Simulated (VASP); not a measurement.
Write the native input for VASP 6.6.1 that does the following.

| Item | Value |
| --- | --- |
| Task | single point |
| Functional | PBE |
| Potentials or basis | VASP PAW PBE potentials, release 64 (Si) |
| Cutoff | 520 eV |
| k mesh | 6 × 6 × 6 |
| Occupations | gaussian, width 0.05 eV |
| Spin | no spin polarisation |
| Dipole correction | no |
| Further INCAR settings | ALGO = Normal; EDIFF = 1e-06; NBANDS = 26 |

The structure of Si lies in POSCAR:

```
Si
1.0
    5.4697623842      0.0000000000      0.0000000000
    0.0000000000     -5.4697623842      0.0000000000
    0.0000000000      0.0000000000     -5.4697623842
Si
8
Direct
    0.5000000000     -0.0514281938      0.0000000000
    0.0000000000      0.5000000000      0.0000000000
    0.0000000000      0.0000000000      0.5000000000
    0.5000000000      0.5000000000      0.5000000000
    0.7500000000      0.7500000000      0.7500000000
    0.2500000000      0.2500000000      0.7500000000
    0.2500000000      0.7500000000      0.2500000000
    0.7500000000      0.2500000000      0.2500000000
```

This cell differs from its parent crystal: atom 1 (Si) moved +0.281 Å along Cartesian [0 1 0].

These files were run (other wordings do the same):

INCAR

```
PREC = Accurate
ENCUT = 520
EDIFF = 1E-6
ISMEAR = 0
SIGMA = 0.05
LREAL = F
LASPH = T
NELM = 60
ALGO = Normal
ISIF = 2
LWAVE = F
LCHARG = F
GGA = PE
NBANDS = 26
```

KPOINTS

```
regular mesh
0
Gamma
  6 6 6
```

Potentials or basis: VASP PAW PBE potentials, release 64 (Si).

Run with:

```sh
$ cat potpaw_PBE.64/Si/POTCAR > POTCAR
$ mpirun -np 1 vasp_std > vasp.out
```

It gave:

```
Pressure               : 0.7 GPa
Largest force          : 3.489 eV/Å
Band gap on the k mesh : 0.24 eV
```

Caveat: the cell differs from its parent crystal (atom 1 (Si) moved +0.281 Å along Cartesian [0 1 0]); semilocal functionals underestimate gaps, and a narrow one can read as zero; forces of over 1 eV/Å act on the atoms, so gaps and moduli don't describe the material at rest.

It took 2.6 min on 1 thread of Intel(R) Xeon(R) Platinum 8488C (Sapphire Rapids) (shared host), peak memory 0.33 GiB.
